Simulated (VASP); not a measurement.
# Si in VASP: notebook, part 2 of 2

VASP 6.6.1. The steps go on from the part before.

### 5 Single point, r2SCAN (strain +0.080 along x and y, +0.080 along z)

Contents of POSCAR:

```
Si
1.0
    0.0000000000      2.9398737687      2.9398737687
    2.9398737687      0.0000000000      2.9398737687
    2.9398737687      2.9398737687      0.0000000000
Si
2
Direct
    0.5000000000      0.5000000000      0.5000000000
    0.7500000000      0.7500000000      0.7500000000
```

Contents of INCAR.step1:

```
SYSTEM = Si
PREC = Accurate
ENCUT = 520
ISMEAR = 0
SIGMA = 0.05
LREAL = .FALSE.
LASPH = .TRUE.
NELM = 80
NBANDS = 11
GGA = PE
ALGO = Normal
EDIFF = 1E-4
LWAVE = .TRUE.
LCHARG = .FALSE.
```

Contents of INCAR.step2:

```
SYSTEM = Si
PREC = Accurate
ENCUT = 520
EDIFF = 1E-7
ISMEAR = 0
SIGMA = 0.05
LREAL = .FALSE.
LASPH = .TRUE.
NELM = 80
ALGO = Normal
ISIF = 2
LWAVE = .FALSE.
LCHARG = .FALSE.
METAGGA = R2SCAN
LMIXTAU = .TRUE.
NBANDS = 11
ISTART = 1
```

Contents of KPOINTS:

```
regular mesh
0
G
  8 8 8
  0 0 0
```

Launch:

```console
> cat potpaw_PBE.64/Si/POTCAR > POTCAR
> cp INCAR.step1 INCAR
> mpirun -np 1 vasp_std > vasp.out
> cp INCAR.step2 INCAR
> mpirun -np 1 vasp_std > vasp.out
```

It took 59 s on 1 thread of Intel Xeon 8259CL, shared host; peak memory 0.17 GiB.

It converged, with:

* Free energy: -16.9912 eV
* Pressure: -13.6 GPa
* Band gap on the k mesh: 0.99 eV (least direct gap 1.28 eV)

Levels at points of the mesh, in eV from the valence-band top:
| k point | band 1 | band 2 | band 3 | band 4 | band 5 | band 6 | band 7 | band 8 | band 9 |
| --- | --- | --- | --- | --- | --- | --- | --- | --- | --- |
| (0.00, 0.00, 0.00) | -11.00 | 0.00 | 0.00 | 0.00 | 1.28 | 2.61 | 2.61 | 2.61 | 7.66 |
| (0.50, 0.00, 0.00) | -9.11 | -6.30 | -1.06 | -1.06 | 0.99 | 3.59 | 3.59 | 7.81 | 10.22 |
| (0.50, 0.50, 0.00) | -7.47 | -7.47 | -2.41 | -2.41 | 1.25 | 1.25 | 8.81 | 8.81 | 10.85 |

Caveat: the cell differs from its parent crystal (strain +0.080 along x and y, +0.080 along z); the cell stands under tension; the PAW data sets were made with another functional, which shifts forces and pressure a little. A k mesh can miss the band edges.

### 6 Single point, r2SCAN (strain -0.080 along x and y, -0.040 along z)

Contents of POSCAR:

```
Si
1.0
    0.0000000000      2.5043369141      2.6132211277
    2.5043369141      0.0000000000      2.6132211277
    2.5043369141      2.5043369141      0.0000000000
Si
2
Direct
    0.5000000000      0.5000000000      0.5000000000
    0.7500000000      0.7500000000      0.7500000000
```

Contents of INCAR.step1:

```
  PREC = Accurate
  ENCUT = 520
  ISMEAR = 0
  SIGMA = 0.05
  LREAL = False
  LASPH = True
  NELM = 60
  NBANDS = 11
  GGA = PE
  ALGO = Normal
  EDIFF = 1E-4
  LWAVE = True
  LCHARG = False
```

Contents of INCAR.step2:

```
  PREC = Accurate
  ENCUT = 520
  EDIFF = 1E-6
  ISMEAR = 0
  SIGMA = 0.05
  LREAL = False
  LASPH = True
  NELM = 60
  ALGO = Normal
  ISIF = 2
  LWAVE = False
  LCHARG = False
  METAGGA = R2SCAN
  LMIXTAU = True
  NBANDS = 11
  ISTART = 1
```

Contents of KPOINTS:

```
Automatic mesh
0
Gamma
  8 8 8
```

Potentials or basis: VASP PAW PBE potentials, release 64 (Si).

Launch:

```console
> cat potpaw_PBE.64/Si/POTCAR > POTCAR
> cp INCAR.step1 INCAR
> mpirun -np 1 vasp_std > vasp.out
> cp INCAR.step2 INCAR
> mpirun -np 1 vasp_std > vasp.out
```

OUTCAR:

```text
PREC = Accurate
   ENCUT = 520
   EDIFF = 1E-6
   ISMEAR = 0
   LREAL = False
   LASPH = True
   NELM = 60
   ISIF = 2
   METAGGA = R2SCAN
   ISTART = 1

 ion  position               nearest neighbor table
   1  0.500  0.500  0.500-   2 2.20   2 2.20   2 2.20   2 2.20
   2  0.750  0.750  0.750-   1 2.20   1 2.20   1 2.20   1 2.20

  LATTYP: Found a body centered tetragonal cell.
 ALAT       =     3.5416672287
 C/A-ratio  =     1.4757011085

  Lattice vectors:

 A1 = (  -2.5043369141,   0.0000000000,   2.6132211277)
 A2 = (   2.5043369141,   0.0000000000,   2.6132211277)
 A3 = (   0.0000000000,   2.5043369141,  -2.6132211277)

Analysis of symmetry for initial positions (statically):
=====================================================================
 Subroutine PRICEL returns:
 Original cell was already a primitive cell.

 Routine SETGRP: Setting up the symmetry group for a
 body centered tetragonal supercell.

 Subroutine GETGRP returns: Found 16 space group operations
 (whereof  8 operations were pure point group operations)
 out of a pool of 16 trial point group operations.

The static configuration has the point symmetry D_2d.
 The point group associated with its full space group is D_4h.
[... 174 lines left out ...]
      4       8.1039      1.97824
      5      10.7637      0.00000
      6      10.7637      0.00000
      7      10.9061      0.00000
      8      14.5309      0.00000
      9      15.6993      0.00000
     10      16.6452      0.00000
     11      17.6935      0.00000
[... 309 lines left out ...]
 k-point    24 :       0.3750    0.0000    0.1250
  band No.  band energies     occupation
      1      -4.1264      2.00000
      2       1.8104      2.00000
      3       5.7583      2.00000
      4       6.0817      2.00000
      5      10.4263      0.00000
      6      12.4256      0.00000
      7      13.0366      0.00000
      8      14.0720      0.00000
      9      18.3777      0.00000
     10      18.6666      0.00000
     11      21.0583      0.00000

 [... further k-points ...]

------------------------ aborting loop because EDIFF is reached ----------------------------------------

  FORCE on cell =-STRESS in cart. coord.  units (eV):
  Direction    XX          YY          ZZ          XY          YZ          ZX
  --------------------------------------------------------------------------------------
  -------------------------------------------------------------------------------------
  Total        6.5121957      6.5121957      5.5798263      0.0000000      0.0000000      0.0000000
  in kB      318.3071231    318.3071231    272.7341987      0.0000000      0.0000000      0.0000000
  external PRESSURE =     303.1161483 kB  Pullay stress =       0.0000000 kB

 VOLUME and BASIS-vectors are now :
 -----------------------------------------------------------------------------
  energy-cutoff  :      520.00
  volume of cell :       32.78
      direct lattice vectors                 reciprocal lattice vectors
     0.000000000  2.504336914  2.613221128    -0.199653648  0.199653648  0.191334746
     2.504336914  0.000000000  2.613221128     0.199653648 -0.199653648  0.191334746
     2.504336914  2.504336914  0.000000000     0.199653648  0.199653648 -0.191334746

 POSITION                                       TOTAL-FORCE (eV/Angst)
 -----------------------------------------------------------------------------------
      2.50434      2.50434      2.61322        -0.000000     -0.000000      0.000000
      3.75651      3.75651      3.91983         0.000000      0.000000     -0.000000
 -----------------------------------------------------------------------------------
    total drift:                                0.000000      0.000000     -0.000000

  FREE ENERGIE OF THE ION-ELECTRON SYSTEM (eV)
  ---------------------------------------------------
  free  energy   TOTEN  =       -16.9375092229 eV

  energy  without entropy=      -16.9374924512  energy(sigma->0) =      -16.93750084
```

OUTCAR.step1:

```text
PREC = Accurate
   ENCUT = 520
   ISMEAR = 0
   LREAL = False
   LASPH = True
[... 560 lines left out ...]
      2.50434      2.50434      2.61322        -0.000000     -0.000000     -0.000000
      3.75651      3.75651      3.91983         0.000000      0.000000      0.000000
 -----------------------------------------------------------------------------------
    total drift:                                0.000000      0.000000     -0.000000

  FREE ENERGIE OF THE ION-ELECTRON SYSTEM (eV)
  ---------------------------------------------------
  free  energy   TOTEN  =       -10.1811409996 eV

  energy  without entropy=      -10.1807716142  energy(sigma->0) =      -10.18095631
```

OSZICAR.step1:

```text
N       E                     dE             d eps       ncg     rms          rms(c)
DAV:   1     0.832852904797E+01    0.83285E+01   -0.34462E+03  1298   0.603E+02
DAV:   2    -0.992254834305E+01   -0.18251E+02   -0.17468E+02  1696   0.888E+01
DAV:   3    -0.105016980980E+02   -0.57915E+00   -0.57594E+00  1647   0.134E+01
DAV:   4    -0.105057273764E+02   -0.40293E-02   -0.40290E-02  1568   0.139E+00
DAV:   5    -0.105057591667E+02   -0.31790E-04   -0.31790E-04  1671   0.116E-01    0.631E+00
DAV:   6    -0.102734777744E+02    0.23228E+00   -0.15177E-01  1451   0.161E+00    0.392E+00
DAV:   7    -0.101802548733E+02    0.93223E-01   -0.24956E-01  1494   0.218E+00    0.461E-01
DAV:   8    -0.101810448076E+02   -0.78993E-03   -0.97561E-03  1442   0.545E-01    0.111E-01
DAV:   9    -0.101811409996E+02   -0.96192E-04   -0.23876E-04  1605   0.948E-02
   1 F= -.10181141E+02 E0= -.10180956E+02  d E =-.369385E-03
```

It took 1.9 min on 1 thread of Intel Xeon 8259CL, shared host; peak memory 0.16 GiB.

What came out:

```
Free energy            : -16.9375 eV
Pressure               : 30.3 GPa
Band gap on the k mesh : 0.17 eV (least direct gap 2.66 eV)
```

Levels at points of the mesh, in eV from the valence-band top:
```csv
k point,band 1,band 2,band 3,band 4,band 5,band 6,band 7,band 8,band 9
"(0.00, 0.00, 0.00)",-14.21,-0.37,0.00,0.00,2.66,2.66,2.80,6.43,7.60
"(0.50, 0.00, 0.00)",-11.18,-8.50,-1.85,-1.31,2.30,3.30,3.52,8.55,11.31
"(0.50, 0.50, 0.00)",-9.27,-9.27,-3.44,-3.44,0.60,0.60,12.03,12.03,12.80
"(0.50, 0.00, 0.50)",-8.92,-8.92,-3.85,-3.85,0.20,0.20,11.75,11.75,13.11
```

Caveat: the cell differs from its parent crystal (strain -0.080 along x and y, -0.040 along z); the cell stands under pressure; the PAW data sets were made with another functional, which shifts forces and pressure a little. A k mesh can miss the band edges.

### 7 Single point, r2SCAN (strain -0.040 along x and y, +0.000 along z)

Contents of POSCAR:

```
Si
1.0
    0.0000000000      2.6132211277      2.7221053414
    2.6132211277      0.0000000000      2.7221053414
    2.6132211277      2.6132211277      0.0000000000
Si
2
Direct
    0.5000000000      0.5000000000      0.5000000000
    0.7500000000      0.7500000000      0.7500000000
```

Contents of INCAR.step1:

```
PREC = Accurate
ENCUT = 520
ISMEAR = 0
SIGMA = 0.05
LREAL = F
LASPH = T
NELM = 80
NBANDS = 11
GGA = PE
ALGO = Normal
EDIFF = 1E-4
LWAVE = T
LCHARG = F
```

Contents of INCAR.step2:

```
PREC = Accurate
ENCUT = 520
EDIFF = 1E-7
ISMEAR = 0
SIGMA = 0.05
LREAL = F
LASPH = T
NELM = 80
ALGO = Normal
ISIF = 2
LWAVE = F
LCHARG = F
METAGGA = R2SCAN
LMIXTAU = T
NBANDS = 11
ISTART = 1
```

KPOINTS is that of step 6.

Launch:

```console
> cat potpaw_PBE.64/Si/POTCAR > POTCAR
> cp INCAR.step1 INCAR
> mpirun -np 1 vasp_std > vasp.out
> cp INCAR.step2 INCAR
> mpirun -np 1 vasp_std > vasp.out
```

Wall time 2.3 min (1 thread of Intel Xeon 8259CL, shared host); peak memory 0.16 GiB.

Results (log left out):

```
Free energy            : -17.4512 eV
Pressure               : 9.1 GPa
Band gap on the k mesh : 0.45 eV (least direct gap 2.63 eV)
```

Stress tensor (GPa, compression positive):
```
10.62  0.00  0.00
 0.00 10.62  0.00
 0.00  0.00  5.93
```

Levels at points of the mesh, in eV from the valence-band top:
```
           k point  band 1  band 2  band 3  band 4  band 5  band 6  band 7  band 8
(0.00, 0.00, 0.00)  -13.19   -0.33    0.00    0.00    2.63    2.63    2.79    4.78
(0.50, 0.00, 0.00)  -10.53   -7.76   -1.68   -1.23    1.95    3.37    3.61    8.37
(0.50, 0.50, 0.00)   -8.72   -8.72   -3.09   -3.09    0.90    0.90   11.53   11.53
(0.50, 0.00, 0.50)   -8.44   -8.44   -3.44   -3.44    0.54    0.54   11.01   11.01
```

Caveat: the cell differs from its parent crystal (strain -0.040 along x and y, +0.000 along z); the cell stands under pressure; the PAW data sets were made with another functional, which shifts forces and pressure a little.

### 8 The runs side by side

```csv
cell,gap on the mesh (eV),pressure (GPa)
"a = 3.542 Å, angles 60.0°, 2 atoms",0.33,40.0
"a = 3.696 Å, angles 60.0°, 2 atoms",0.61,15.0
"a = 4.004 Å, angles 60.0°, 2 atoms",0.98,-9.0
"a = 4.158 Å, angles 60.0°, 2 atoms",0.99,-13.6
"a = 3.619, b = 3.619, c = 3.542 Å, angles 60.7, 60.7, 58.6°, 2 atoms",0.17,30.3
"a = 3.773, b = 3.773, c = 3.696 Å, angles 60.7, 60.7, 58.6°, 2 atoms",0.45,9.1
```

Alike in all rows: task single point; level r2SCAN; potentials or basis VASP PAW PBE potentials, release 64 (Si); no spin polarisation; k mesh 8 × 8 × 8; cutoff (eV) 520; smearing gaussian 0.05 eV.

Caveats: the PAW data sets were made with another functional, which shifts forces and pressure a little; the cell stands under pressure (at least some runs); the cell stands under tension (at least some runs).

Total energies depend on the potentials used, so only differences within one code and one set of settings carry meaning.
